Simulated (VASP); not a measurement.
# BP (zincblende type) (F-43m) in VASP: notebook

Runs on BP (zincblende type). Level: PBE. Tasks: single point.

Everything below comes from runs of VASP 6.6.1. Logs are shortened: lines on timing, memory, paths and dates and some standing lists are left out, and cuts for length are marked.

## 1. The cell of the first run

The structure is cubic, space group F-43m (No. 216). Conventional cell: a = 4.359 Å, b = 4.359 Å, c = 4.359 Å, α = 90.00°, β = 90.00°, γ = 90.00°. B (site symmetry -43m) has 4 P at 1.89 Å within 2.5 Å. P (site symmetry -43m) has 4 B at 1.89 Å within 2.5 Å.

## 2. Single point, PBE (volume scaled by 0.88)

INCAR

```
  ALGO = Normal
  EDIFF = 1E-7
  ENCUT = 520
  GGA = PE
  ISIF = 2
  ISMEAR = -1
  LASPH = True
  LCHARG = False
  LREAL = False
  LWAVE = False
  NBANDS = 11
  NELM = 100
  PREC = Accurate
  SIGMA = 0.08
```

KPOINTS

```
k-points
0
Gamma
  15 15 15
```

POSCAR

```
BP
1.0
    0.0000000000      2.1793249680      2.1793249680
    2.1793249680      0.0000000000      2.1793249680
    2.1793249680      2.1793249680      0.0000000000
B P
1 1
Direct
    0.0000000000      0.0000000000      0.0000000000
    0.2500000000      0.2500000000      0.2500000000
```

Potentials or basis: VASP PAW PBE potentials, release 64 (B, P).

Launch:

```
$ cat potpaw_PBE.64/B/POTCAR potpaw_PBE.64/P/POTCAR > POTCAR
$ mpirun -np 1 vasp_std > vasp.out
```

OUTCAR:

```text
EDIFF = 1E-7
   ENCUT = 520
   GGA = PE
   ISIF = 2
   ISMEAR = -1
   LASPH = True
   LREAL = False
   NELM = 100
   PREC = Accurate

 ion  position               nearest neighbor table
   1  0.000  0.000  0.000-   2 1.89   2 1.89   2 1.89   2 1.89
   2  0.250  0.250  0.250-   1 1.89   1 1.89   1 1.89   1 1.89

  LATTYP: Found a face centered cubic cell.
 ALAT       =     4.3586499360

  Lattice vectors:

 A1 = (   0.0000000000,   2.1793249680,   2.1793249680)
 A2 = (   2.1793249680,   0.0000000000,   2.1793249680)
 A3 = (   2.1793249680,   2.1793249680,   0.0000000000)

Analysis of symmetry for initial positions (statically):
=====================================================================
 Subroutine PRICEL returns:
 Original cell was already a primitive cell.

 Routine SETGRP: Setting up the symmetry group for a
 face centered cubic supercell.

 Subroutine GETGRP returns: Found 24 space group operations
 (whereof 24 operations were pure point group operations)
 out of a pool of 48 trial point group operations.

The static configuration has the point symmetry T_d .

Analysis of symmetry for dynamics (positions and initial velocities):
=====================================================================
 Subroutine PRICEL returns:
 Original cell was already a primitive cell.

 Routine SETGRP: Setting up the symmetry group for a
 face centered cubic supercell.

 Subroutine GETGRP returns: Found 24 space group operations
 (whereof 24 operations were pure point group operations)
 out of a pool of 48 trial point group operations.

The dynamic configuration has the point symmetry T_d .

 Subroutine INISYM returns: Found 24 space group operations
 (whereof 24 operations are pure point group operations),
 and found     1 'primitive' translations

----------------------------------------------------------------------------------------

                                     Primitive cell

  volume of cell :      20.7012

  direct lattice vectors                    reciprocal lattice vectors
     0.000000000  2.179324968  2.179324968    -0.229428840  0.229428840  0.229428840
     2.179324968  0.000000000  2.179324968     0.229428840 -0.229428840  0.229428840
     2.179324968  2.179324968  0.000000000     0.229428840  0.229428840 -0.229428840

  length of vectors
     3.082030927  3.082030927  3.082030927     0.397382408  0.397382408  0.397382408

[... 86 lines left out ...]
   ISIF   =      2    stress and relaxation
   ISYM   =      2    0-nonsym 1-usesym 2-fastsym
   POTIM  = 0.5000    time-step for ionic-motion
   TEBEG  =    0.0;   TEEND  =   0.0 temperature during run
   PSTRESS=    0.0 pullay stress
   NELECT =       8.0000    total number of electrons
   NUPDOWN=      -1.0000    fix difference up-down
   EMIN   =  10.00;   EMAX   =-10.00  energy-range for DOS
   EFERMI =   0.00;   METHOD = LEGACY
   ISMEAR =    -1;   SIGMA  =   0.08  broadening in eV -4-tet -1-fermi 0-gaus
   EFERMI_NEDOS =   21; number of points for ismear=-14 and -15
   IALGO  =     38    algorithm
   IMIX   =      4    mixing-type and parameters
     AMIX     =   0.40;   BMIX     =  1.00
     AMIX_MAG =   1.60;   BMIX_MAG =  1.00
  volume/ion in A,a.u.               =      10.35        69.85
  Fermi-wavevector in a.u.,A,eV,Ry     =   1.192448  2.253400 19.346567  1.421933
  Thomas-Fermi vector in A             =   2.328486
   LORBIT       =      0    0 simple, 1 ext, 2 COOP (PROOUT), +10 PAW based schemes
   GGA     = PE    functional components
   LHFCALC =     F    Hartree Fock is set to
   AEXX    =    0.0000 exact exchange contribution
   IVDW    =     0    specifies the selected vdW correction
   LEPSILON=     F    determine dielectric tensor
   LRPA    =     F    only Hartree local field effects (RPA)
 non-spin polarized calculation
  energy-cutoff  :      520.00
  volume of cell :       20.70
 maximum number of plane-waves:       568
   NGX = 11   NGY = 11   NGZ = 11

 number of electron       7.9999999 magnetization

 Free energy of the ion-electron system (eV)
  ---------------------------------------------------
  ext. energy  EPLUGINS =         0.00000000
  ---------------------------------------------------
  free energy    TOTEN  =       -12.72530066 eV

  energy without entropy =      -12.72528816  energy(sigma->0) =      -12.72529441

 E-fermi :   9.4307     XC(G=0): -11.4350

 val. band max:        8.9214492102   @ k =   0.0000   0.0000   0.0000
 cond. band min:       9.9810795578   @ k =   0.4667   0.4667   0.0000
 fundamental gap:      1.0596303475
 Fermi energy:         9.4306800875

 k-point     1 :       0.0000    0.0000    0.0000
  band No.  band energies     occupation
      1      -7.6565      2.00000
      2       8.9214      1.99657
      3       8.9214      1.99657
      4       8.9214      1.99657
      5      12.5347      0.00000
      6      12.5347      0.00000
      7      12.5347      0.00000
      8      18.1987      0.00000
      9      21.3290      0.00000
     10      21.4173      0.00000
     11      21.4173      0.00000
[... 309 lines left out ...]
 k-point    24 :       0.2000    0.1333    0.0000
  band No.  band energies     occupation
      1      -6.8656      2.00000
      2       6.1570      2.00000
      3       7.0117      2.00000
      4       7.5058      2.00000
      5      11.7313      0.00000
      6      15.1047      0.00000
      7      15.2060      0.00000
      8      16.4014      0.00000
      9      21.0005      0.00000
     10      21.9516      0.00000
     11      23.6568      0.00000

 [... further k-points ...]

------------------------ aborting loop because EDIFF is reached ----------------------------------------

  FORCE on cell =-STRESS in cart. coord.  units (eV):
  Direction    XX          YY          ZZ          XY          YZ          ZX
  --------------------------------------------------------------------------------------
  -------------------------------------------------------------------------------------
  Total        3.3557140      3.3557140      3.3557140     -0.0000000     -0.0000000      0.0000000
  in kB      259.7164981    259.7164981    259.7164981     -0.0000000     -0.0000000      0.0000000
  external PRESSURE =     259.7164981 kB  Pullay stress =       0.0000000 kB

 VOLUME and BASIS-vectors are now :
 -----------------------------------------------------------------------------
  energy-cutoff  :      520.00
  volume of cell :       20.70
      direct lattice vectors                 reciprocal lattice vectors
     0.000000000  2.179324968  2.179324968    -0.229428840  0.229428840  0.229428840
     2.179324968  0.000000000  2.179324968     0.229428840 -0.229428840  0.229428840
     2.179324968  2.179324968  0.000000000     0.229428840  0.229428840 -0.229428840

 POSITION                                       TOTAL-FORCE (eV/Angst)
 -----------------------------------------------------------------------------------
      0.00000      0.00000      0.00000         0.000000      0.000000      0.000000
      1.08966      1.08966      1.08966        -0.000000     -0.000000     -0.000000
 -----------------------------------------------------------------------------------
    total drift:                                0.000000      0.000000      0.000000

  FREE ENERGIE OF THE ION-ELECTRON SYSTEM (eV)
  ---------------------------------------------------
  free  energy   TOTEN  =       -12.7253006612 eV

  energy  without entropy=      -12.7252881607  energy(sigma->0) =      -12.72529441
```

Run time: 15 s. Hardware: 1 thread of Intel Xeon 6975P-C, shared host; peak memory 0.15 GiB.

Results:

```
Free energy            : -12.7253 eV
Pressure               : 26.0 GPa
Band gap on the k mesh : 1.06 eV, indirect (least direct gap 3.61 eV)
```

## 3. Single point, PBE (volume scaled by 0.88)

INCAR

```
SYSTEM = BP
ALGO = Normal
EDIFF = 1E-6
ENCUT = 520
GGA = PE
ISIF = 2
ISMEAR = -1
LASPH = .TRUE.
LCHARG = .FALSE.
LREAL = .FALSE.
LWAVE = .FALSE.
NBANDS = 11
NELM = 100
PREC = Accurate
SIGMA = 0.08
```

KPOINTS

```
k-points
0
G
  15 15 15
  0 0 0
```

POSCAR is that of step 2.

Potentials or basis: VASP PAW PBE potentials, release 64 (B, P).

Launch:

```
$ cat potpaw_PBE.64/B/POTCAR potpaw_PBE.64/P/POTCAR > POTCAR
$ mpirun -np 1 vasp_std > vasp.out
```

Wall time 15 s (1 thread of Intel Xeon 6975P-C, shared host); peak memory 0.15 GiB.

The run converged. Its results:

```yaml
Free_energy: -12.7253 eV
Pressure: 26.0 GPa
Band_gap_on_the_k_mesh: 1.06 eV, indirect (least direct gap 3.61 eV)
```

Levels at points of the mesh, in eV from the valence-band top:
```csv
k point,band 2,band 3,band 4,band 5,band 6,band 7
"(0.00, 0.00, 0.00)",0.00,0.00,0.00,3.61,3.61,3.61
```
